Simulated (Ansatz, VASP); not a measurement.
**One calculation of Sn, two programs**

```xyz
2
Lattice="-2.9773 2.9790 1.6031 2.9790 -2.9773 1.6031 2.9771 2.9771 -1.6000" Properties=species:S:1:pos:R:3 pbc="T T T"
Sn    2.9789   -2.9772    1.6031
Sn    0.0004    2.9783    0.8031
```

Alike in both runs: task single point; functional PBE; k mesh 11 × 11 × 8; occupations fermi-dirac, width 1 eV; no spin polarisation.

|  | VASP | Ansatz |
| --- | --- | --- |
| version | VASP 6.6.1 | Ansatz 0.2.0 |
| potentials or method | VASP PAW PBE potentials, release 64 (Sn_d), cutoff 520 eV | plane waves (420 eV) with PAW, scalar-relativistic |
| valence electrons in the cell | 28 | 28 |

```csv
,VASP,Ansatz,Ansatz less VASP
pressure (GPa),5.0,5.1,+0.05
"traceless stress, the component that is largest in VASP (GPa)",-0.36,-0.36,+0.003
```
